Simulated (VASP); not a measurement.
Runs of VASP 6.6.1 on Li. The structure is that of space group P2_13 (No. 198), or close to it. The cells are those of the table. 

| level | potentials or basis | cell | k mesh | gap on the mesh (eV) | largest force (eV/Å) |
| --- | --- | --- | --- | --- | --- |
| LDA | VASP PAW LDA potentials, release 64 (Li_sv) | a = 4.528 Å, 4 atoms | 10 × 10 × 10 | none | 0.13 |
| PBEsol | VASP PAW PBE potentials, release 64 (Li_sv) | a = 4.595 Å, 4 atoms | 10 × 10 × 10 | none | 0.12 |
| r2SCAN | VASP PAW PBE potentials, release 64 (Li_sv) | a = 4.504 Å, 4 atoms | 10 × 10 × 10 | none | (a) |
| PBEsol | VASP PAW PBE potentials, release 64 (Li_sv) | a = 4.518 Å, 4 atoms | 10 × 10 × 10 | none | (b) |
| PBEsol | VASP PAW PBE potentials, release 64 (Li_sv) | a = 4.455 Å, angles 88.9, 91.1, 88.9°, 4 atoms | 9 × 9 × 9 | none | 0.18 |

Alike in all rows: task single point; no spin polarisation; cutoff (eV) 520; smearing gaussian 0.1 eV.

Q: Estimate the missing entries.

A: (a) 0.27; (b) 0.30.

Caveats: the PAW data sets were made with another functional, which shifts forces and pressure a little (some runs).

A gap of «none» marks levels without a gap at the run's occupations.
